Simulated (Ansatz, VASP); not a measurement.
**Two plane-wave programs on BeS5**

```xyz
6
Lattice="6.4507 0.0000 0.0000 0.0000 6.4507 0.0000 0.0000 0.0000 3.2800" Properties=species:S:1:pos:R:3 pbc="T T T"
Be    0.0000    0.0000    1.6400
S     5.4749    3.2253    0.0000
S     0.9757    3.2253    0.0000
S     3.2253    0.9757    0.0000
S     3.2253    5.4749    0.0000
S     3.2253    3.2253    1.6400
```

Alike in both runs: functional PBE; k mesh 6 × 6 × 12; occupations gaussian, width 0.1 eV; no spin polarisation.

Ansatz relaxed the structure, and its values are those at the end. VASP's run is a single point on that final structure, the one shown.

```csv
,VASP,Ansatz
version,VASP 6.6.1,Ansatz 0.2.0
potentials or method,"VASP PAW PBE potentials, release 64 (Be, S), cutoff 520 eV","scalar-relativistic, plane waves, PAW"
valence electrons in the cell,32,32
```

|  | VASP | Ansatz | Ansatz less VASP |
| --- | --- | --- | --- |
| gap on the k mesh at the Fermi level (eV) | none | none | - |
| pressure (GPa) | -0.3 | 0.0 | +0.27 |
| rms of the force components (eV/Å) | 0.086 | 0.001 | -0.0848 |

A gap of «none» marks a metal or a gap that the smearing closes.
